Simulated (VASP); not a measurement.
# KTaO3 (Pm-3m) in VASP: a series of runs

KTaO3 is run at these levels: PBEsol; tasks: single point.

All numbers are computed with VASP 6.6.1; they aren't measurements. Logs are shortened: lines on timing, memory, paths and dates and some standing lists are left out, and cuts for length are marked.

## 1. The cell of the first run

Symmetry: Pm-3m, No. 221, cubic system. Conventional cell: a = 3.985 Å, b = 3.985 Å, c = 3.985 Å, α = 90.00°, β = 90.00°, γ = 90.00°. Within 3.7 Å of K (site symmetry m-3m) lie 12 O at 2.82 Å and 8 Ta at 3.45 Å. Within 2.6 Å of Ta (site symmetry m-3m) lie 6 O at 1.99 Å. O (site symmetry 4/mmm) has 2 Ta at 1.99 Å within 2.6 Å.

## 2. Single point, PBEsol

INCAR reads:

```
ALGO     = Normal         # electronic algorithm
EDIFF    = 1E-6           # SCF threshold, eV
ENCUT    = 520            # plane-wave cutoff, eV
GGA      = PS             # functional
ISIF     = 2              # what is computed and relaxed
ISMEAR   = 0              # smearing method
LASPH    = True           # aspherical terms in the spheres
LCHARG   = False          # write CHGCAR
LREAL    = False          # projectors in reciprocal space
LWAVE    = False          # write WAVECAR
NBANDS   = 27             # bands
NELM     = 60             # most SCF steps
PREC     = Accurate       # precision mode
SIGMA    = 0.05           # smearing width, eV
```

KPOINTS reads:

```
k-points
0
Gamma
  8 8 8
```

POSCAR reads:

```
KTaO3
1.0
    3.9853580911      0.0000000000      0.0000000000
    0.0000000000      3.9853580911      0.0000000000
    0.0000000000      0.0000000000      3.9853580911
K Ta O
1 1 3
Direct
    0.5000000000      0.5000000000      0.5000000000
    0.0000000000      0.0000000000      0.0000000000
    0.5000000000      0.0000000000      0.0000000000
    0.0000000000      0.5000000000      0.0000000000
    0.0000000000      0.0000000000      0.5000000000
```

Potentials or basis: VASP PAW PBE potentials, release 64 (K_sv, Ta_pv, O).

Launch:

```bash
$ cat potpaw_PBE.64/K_sv/POTCAR potpaw_PBE.64/Ta_pv/POTCAR potpaw_PBE.64/O/POTCAR > POTCAR
$ mpirun -np 1 vasp_std > vasp.out
```

OUTCAR:

```text
EDIFF = 1E-6
   ENCUT = 520
   GGA = PS
   ISIF = 2
   ISMEAR = 0
   LASPH = True
   LREAL = False
   NELM = 60
   PREC = Accurate

 ion  position               nearest neighbor table
   1  0.500  0.500  0.500-   3 2.82   4 2.82   5 2.82   3 2.82   4 2.82   3 2.82   5 2.82   3 2.82
                             4 2.82   5 2.82   4 2.82   5 2.82   2 3.45   2 3.45   2 3.45   2 3.45
   2  0.000  0.000  0.000-   3 1.99   4 1.99   5 1.99   5 1.99   4 1.99   3 1.99   1 3.45   1 3.45
                             1 3.45   1 3.45   1 3.45   1 3.45   1 3.45   1 3.45
   3  0.500  0.000  0.000-   2 1.99   2 1.99   1 2.82   1 2.82   1 2.82   1 2.82
   4  0.000  0.500  0.000-   2 1.99   2 1.99   1 2.82   1 2.82   1 2.82   1 2.82
   5  0.000  0.000  0.500-   2 1.99   2 1.99   1 2.82   1 2.82   1 2.82   1 2.82

  LATTYP: Found a simple cubic cell.
 ALAT       =     3.9853580911

  Lattice vectors:

 A1 = (   3.9853580911,   0.0000000000,   0.0000000000)
 A2 = (   0.0000000000,   3.9853580911,   0.0000000000)
 A3 = (   0.0000000000,   0.0000000000,   3.9853580911)

Analysis of symmetry for initial positions (statically):
=====================================================================
 Subroutine PRICEL returns:
 Original cell was already a primitive cell.

 Routine SETGRP: Setting up the symmetry group for a
 simple cubic supercell.

 Subroutine GETGRP returns: Found 48 space group operations
 (whereof 48 operations were pure point group operations)
 out of a pool of 48 trial point group operations.

The static configuration has the point symmetry O_h .

Analysis of symmetry for dynamics (positions and initial velocities):
=====================================================================
 Subroutine PRICEL returns:
 Original cell was already a primitive cell.

 Routine SETGRP: Setting up the symmetry group for a
 simple cubic supercell.

 Subroutine GETGRP returns: Found 48 space group operations
 (whereof 48 operations were pure point group operations)
 out of a pool of 48 trial point group operations.

The dynamic configuration has the point symmetry O_h .

 Subroutine INISYM returns: Found 48 space group operations
 (whereof 48 operations are pure point group operations),
 and found     1 'primitive' translations

----------------------------------------------------------------------------------------

                                     Primitive cell

  volume of cell :      63.2998

  direct lattice vectors                    reciprocal lattice vectors
     3.985358091  0.000000000  0.000000000     0.250918481  0.000000000  0.000000000
     0.000000000  3.985358091  0.000000000     0.000000000  0.250918481  0.000000000
     0.000000000  0.000000000  3.985358091     0.000000000  0.000000000  0.250918481

  length of vectors
     3.985358091  3.985358091  3.985358091     0.250918481  0.250918481  0.250918481

  position of ions in fractional coordinates (direct lattice)
     0.500000000  0.500000000  0.500000000
     0.000000000  0.000000000  0.000000000
     0.500000000  0.000000000  0.000000000
     0.000000000  0.500000000  0.000000000
     0.000000000  0.000000000  0.500000000

  ion indices of the primitive-cell ions
   primitive index   ion index
                 1           1
                 2           2
                 3           3
                 4           4
                 5           5

----------------------------------------------------------------------------------------

 KPOINTS: k-points

Automatic generation of k-mesh.
 Grid dimensions read from file:
 generate k-points for:    8    8    8

 Generating k-lattice:

  Cartesian coordinates                     Fractional coordinates (reciprocal lattice)
     0.031364810  0.000000000  0.000000000     0.125000000  0.000000000  0.000000000
     0.000000000  0.031364810  0.000000000     0.000000000  0.125000000  0.000000000
     0.000000000  0.000000000  0.031364810     0.000000000  0.000000000  0.125000000

  Length of vectors
     0.031364810  0.031364810  0.031364810

  Shift w.r.t. Gamma in fractional coordinates (k-lattice)
     0.000000000  0.000000000  0.000000000

 Subroutine IBZKPT returns following result:
 ===========================================

 Found     35 irreducible k-points:

 Following reciprocal coordinates:
            Coordinates               Weight
  0.000000  0.000000  0.000000      1.000000
  0.125000  0.000000  0.000000      6.000000
  0.250000  0.000000  0.000000      6.000000
  0.375000  0.000000  0.000000      6.000000
  0.500000  0.000000  0.000000      3.000000
  0.125000  0.125000  0.000000     12.000000
[... 16 lines left out ...]
  0.375000  0.375000  0.125000     24.000000
  0.500000  0.375000  0.125000     24.000000
 [... further k-points ...]
   k-points           NKPTS =     35   k-points in BZ     NKDIM =     35   number of bands    NBANDS=     27
   number of dos      NEDOS =    301   number of ions     NIONS =      5
   total plane-waves  NPLWV =  27000
   dimension x,y,z NGX =    30 NGY =   30 NGZ =   30
   dimension x,y,z NGXF=    60 NGYF=   60 NGZF=   60
   ions per type =               1   1   3
   NGX,Y,Z   is equivalent  to a cutoff of  12.51, 12.51, 12.51 a.u.
   NGXF,Y,Z  is equivalent  to a cutoff of  25.03, 25.03, 25.03 a.u.
 SYSTEM =  unknown system
   PREC   = accura    normal or accurate (medium, high low for compatibility)
   ISTART =      0    job   : 0-new  1-cont  2-samecut
   ICHARG =      2    charge: 1-file 2-atom 10-const
   ISPIN  =      1    spin polarized calculation?
   LNONCOLLINEAR =      F non collinear calculations
   LSORBIT =      F    spin-orbit coupling
   LASPH  =      T    aspherical Exc in radial PAW
   ENCUT  =  520.0 eV  38.22 Ry    6.18 a.u.   7.41  7.41  7.41*2*pi/ulx,y,z
   NELM   =     60;   NELMIN=  2; NELMDL= -5     # of ELM steps
   EDIFF  = 0.1E-05   stopping-criterion for ELM
   LREAL  =      F    real-space projection
   EDIFFG = 0.1E-04   stopping-criterion for IOM
   NSW    =      0    number of steps for IOM
   IBRION =     -1    ionic relax: 0-MD 1-quasi-New 2-CG
   NFREE  =      0    steps in history (QN), initial steepest desc. (CG)
   ISIF   =      2    stress and relaxation
   ISYM   =      2    0-nonsym 1-usesym 2-fastsym
   POTIM  = 0.5000    time-step for ionic-motion
   TEBEG  =    0.0;   TEEND  =   0.0 temperature during run
   PSTRESS=    0.0 pullay stress
   NELECT =      38.0000    total number of electrons
   NUPDOWN=      -1.0000    fix difference up-down
   EMIN   =  10.00;   EMAX   =-10.00  energy-range for DOS
   EFERMI =   0.00;   METHOD = LEGACY
   ISMEAR =     0;   SIGMA  =   0.05  broadening in eV -4-tet -1-fermi 0-gaus
   EFERMI_NEDOS =   21; number of points for ismear=-14 and -15
   IALGO  =     38    algorithm
   IMIX   =      4    mixing-type and parameters
     AMIX     =   0.40;   BMIX     =  1.00
     AMIX_MAG =   1.60;   BMIX_MAG =  1.00
  volume/ion in A,a.u.               =      12.66        85.43
  Fermi-wavevector in a.u.,A,eV,Ry     =   1.381027  2.609762 25.949497  1.907234
  Thomas-Fermi vector in A             =   2.505849
   LORBIT       =      0    0 simple, 1 ext, 2 COOP (PROOUT), +10 PAW based schemes
   GGA     = PS    functional components
   LHFCALC =     F    Hartree Fock is set to
   AEXX    =    0.0000 exact exchange contribution
   IVDW    =     0    specifies the selected vdW correction
   LEPSILON=     F    determine dielectric tensor
   LRPA    =     F    only Hartree local field effects (RPA)
 non-spin polarized calculation
 Gauss-broadening in eV      SIGMA  =   0.05
  energy-cutoff  :      520.00
  volume of cell :       63.30
 maximum number of plane-waves:      1743
 NGX is ok and might be reduce to    30
   NGX = 15   NGY = 15   NGZ = 15

 number of electron      37.9999976 magnetization

 Free energy of the ion-electron system (eV)
  ---------------------------------------------------
  ext. energy  EPLUGINS =         0.00000000
  ---------------------------------------------------
  free energy    TOTEN  =       -42.92057719 eV

  energy without entropy =      -42.92057719  energy(sigma->0) =      -42.92057719

 E-fermi :   1.9420     XC(G=0): -11.1511

 val. band max:        1.6781959608   @ k =   0.5000   0.5000   0.5000
 cond. band min:       3.7675101286   @ k =   0.0000   0.0000   0.0000
 fundamental gap:      2.0893141678
 Fermi energy:         1.9419707393

 k-point     1 :       0.0000    0.0000    0.0000
  band No.  band energies     occupation
      1     -32.3759      2.00000
      2     -32.3759      2.00000
      3     -32.3759      2.00000
      4     -25.4387      2.00000
      5     -15.8151      2.00000
      6     -15.0874      2.00000
[... 19 lines left out ...]
     26       9.5882      0.00000
     27       9.5882      0.00000

 k-point     2 :       0.1250    0.0000    0.0000
  band No.  band energies     occupation
      1     -32.3896      2.00000
      2     -32.3754      2.00000
      3     -32.3754      2.00000
      4     -25.4343      2.00000
      5     -15.7689      2.00000
      6     -15.0837      2.00000
[... 19 lines left out ...]
     26       9.7911      0.00000
     27       9.8297      0.00000

 k-point     3 :       0.2500    0.0000    0.0000
  band No.  band energies     occupation
      1     -32.4223      2.00000
      2     -32.3741      2.00000
      3     -32.3741      2.00000
      4     -25.4236      2.00000
      5     -15.7131      2.00000
      6     -15.0750      2.00000
[... 19 lines left out ...]
     26      10.3011      0.00000
     27      10.7656      0.00000

 k-point     4 :       0.3750    0.0000    0.0000
  band No.  band energies     occupation
      1     -32.4547      2.00000
      2     -32.3728      2.00000
      3     -32.3728      2.00000
      4     -25.4130      2.00000
      5     -15.7061      2.00000
      6     -15.0665      2.00000
[... 19 lines left out ...]
     26      10.8447      0.00000
     27      12.0799      0.00000

 k-point     5 :       0.5000    0.0000    0.0000
  band No.  band energies     occupation
      1     -32.4680      2.00000
      2     -32.3723      2.00000
      3     -32.3723      2.00000
      4     -25.4087      2.00000
      5     -15.7105      2.00000
      6     -15.0625      2.00000
[... 19 lines left out ...]
     26      11.0828      0.00000
     27      12.0787      0.00000

 k-point     6 :       0.1250    0.1250    0.0000
  band No.  band energies     occupation
      1     -32.3892      2.00000
      2     -32.3888      2.00000
      3     -32.3748      2.00000
      4     -25.4302      2.00000
      5     -15.7120      2.00000
      6     -15.0336      2.00000
[... 444 lines left out ...]
      1     -32.4518      2.00000
      2     -32.4182      2.00000
      3     -32.3845      2.00000
      4     -25.4020      2.00000
      5     -15.3278      2.00000
      6     -14.7338      2.00000
[... 19 lines left out ...]
     26      11.6050      0.00000
     27      12.4688      0.00000

 k-point    22 :       0.5000    0.2500    0.1250
  band No.  band energies     occupation
      1     -32.4650      2.00000
      2     -32.4176      2.00000
      3     -32.3840      2.00000
      4     -25.3988      2.00000
      5     -15.3157      2.00000
      6     -14.7304      2.00000
[... 19 lines left out ...]
     26      11.8086      0.00000
     27      12.2827      0.00000

 k-point    23 :       0.3750    0.3750    0.1250
  band No.  band energies     occupation
      1     -32.4504      2.00000
      2     -32.4500      2.00000
      3     -32.3832      2.00000
      4     -25.3959      2.00000
      5     -15.2306      2.00000
      6     -14.4079      2.00000
[... 19 lines left out ...]
     26      12.2150      0.00000
     27      12.3790      0.00000

 k-point    24 :       0.5000    0.3750    0.1250
  band No.  band energies     occupation
      1     -32.4634      2.00000
      2     -32.4495      2.00000
      3     -32.3827      2.00000
      4     -25.3934      2.00000
      5     -15.2057      2.00000
      6     -14.3868      2.00000
[... 19 lines left out ...]
     26      12.3416      0.00000
     27      12.4103      0.00000

 [... further k-points ...]

------------------------ aborting loop because EDIFF is reached ----------------------------------------

  FORCE on cell =-STRESS in cart. coord.  units (eV):
  Direction    XX          YY          ZZ          XY          YZ          ZX
  --------------------------------------------------------------------------------------
  -------------------------------------------------------------------------------------
  Total        0.2894339      0.2894339      0.2894339     -0.0000000     -0.0000000      0.0000000
  in kB        7.3258494      7.3258494      7.3258494     -0.0000000     -0.0000000      0.0000000
  external PRESSURE =       7.3258494 kB  Pullay stress =       0.0000000 kB

 VOLUME and BASIS-vectors are now :
 -----------------------------------------------------------------------------
  energy-cutoff  :      520.00
  volume of cell :       63.30
      direct lattice vectors                 reciprocal lattice vectors
     3.985358091  0.000000000  0.000000000     0.250918481  0.000000000  0.000000000
     0.000000000  3.985358091  0.000000000     0.000000000  0.250918481  0.000000000
     0.000000000  0.000000000  3.985358091     0.000000000  0.000000000  0.250918481

 POSITION                                       TOTAL-FORCE (eV/Angst)
 -----------------------------------------------------------------------------------
      1.99268      1.99268      1.99268         0.000000      0.000000      0.000000
      0.00000      0.00000      0.00000         0.000000      0.000000      0.000000
      1.99268      0.00000      0.00000         0.000000      0.000000      0.000000
      0.00000      1.99268      0.00000         0.000000      0.000000      0.000000
      0.00000      0.00000      1.99268         0.000000      0.000000      0.000000
 -----------------------------------------------------------------------------------
    total drift:                                0.000000     -0.000000      0.000000

  FREE ENERGIE OF THE ION-ELECTRON SYSTEM (eV)
  ---------------------------------------------------
  free  energy   TOTEN  =       -42.9205771923 eV

  energy  without entropy=      -42.9205771923  energy(sigma->0) =      -42.92057719
```

Wall time 68 s (1 thread of Intel Xeon Platinum 8259CL at 2.50GHz (Skylake/Cascade Lake), shared host); peak memory 0.2 GiB.

What came out:

```
Free energy            : -42.9206 eV
Pressure               : 0.7 GPa
Band gap on the k mesh : 2.09 eV, indirect (least direct gap 2.71 eV)
```

Levels at points of the mesh, in eV from the valence-band top:
| k point | band 17 | band 18 | band 19 | band 20 | band 21 | band 22 |
| --- | --- | --- | --- | --- | --- | --- |
| (0.00, 0.00, 0.00) | -0.62 | -0.62 | -0.62 | 2.09 | 2.09 | 2.09 |
| (0.50, 0.00, 0.00) | -1.55 | -0.85 | -0.85 | 2.25 | 5.00 | 5.00 |
| (0.50, 0.50, 0.00) | -1.45 | -1.45 | -0.04 | 5.04 | 5.04 | 6.33 |
| (0.50, 0.50, 0.50) | 0.00 | 0.00 | 0.00 | 6.47 | 6.47 | 6.47 |

Caveat: the PAW data sets were made with another functional, which shifts forces and pressure a little; spin-orbit coupling is left out, which moves the levels of the heavy elements. As with any semilocal functional, this PBEsol gap is likely too small.

## 3. Single point, PBEsol (volume 12.998 Å^3 an atom, c/a of the conventional cell 1.0000)

INCAR reads:

```
ALGO = Normal
EDIFF = 1E-7
ENCUT = 520
GGA = PS
ISIF = 2
ISMEAR = 0
LASPH = T
LCHARG = F
LREAL = F
LWAVE = F
NBANDS = 27
NELM = 60
PREC = Accurate
SIGMA = 0.05
```

KPOINTS is that of step 2.

POSCAR, as its differences from that of step 2:

```diff
@@ -2,5 +2,5 @@
 1.0
-    3.9853580911      0.0000000000      0.0000000000
-    0.0000000000      3.9853580911      0.0000000000
-    0.0000000000      0.0000000000      3.9853580911
+    4.0205195569      0.0000000000      0.0000000000
+    0.0000000000      4.0205195569      0.0000000000
+    0.0000000000      0.0000000000      4.0205195569
 K Ta O
```

Potentials or basis: VASP PAW PBE potentials, release 64 (K_sv, Ta_pv, O).

Launch:

```bash
$ cat potpaw_PBE.64/K_sv/POTCAR potpaw_PBE.64/Ta_pv/POTCAR potpaw_PBE.64/O/POTCAR > POTCAR
$ mpirun -np 1 vasp_std > vasp.out
```

It took 70 s on 1 thread of Intel Xeon Platinum 8259CL at 2.50GHz (Skylake/Cascade Lake), shared host; peak memory 0.2 GiB.

The run converged. Its results:

| Property | Result |
| --- | --- |
| Free energy | -42.9026 eV |
| Pressure | -4.4 GPa |
| Band gap on the k mesh | 2.03 eV, indirect (least direct gap 2.67 eV) |

Levels at points of the mesh, in eV from the valence-band top:
```
           k point  band 16  band 17  band 18  band 19  band 20  band 21  band 22  band 23
(0.00, 0.00, 0.00)    -1.04    -0.63    -0.63    -0.63     2.03     2.03     2.03     6.26
(0.50, 0.00, 0.00)    -2.13    -1.49    -0.85    -0.85     2.19     4.82     4.82     6.51
(0.50, 0.50, 0.00)    -1.71    -1.42    -1.42    -0.04     4.86     4.86     6.11     7.32
(0.50, 0.50, 0.50)    -3.87     0.00     0.00     0.00     6.24     6.24     6.24     8.73
```

Caveat: the PAW data sets were made with another functional, which shifts forces and pressure a little; spin-orbit coupling is left out, which moves the levels of the heavy elements. A k mesh can miss the band edges.
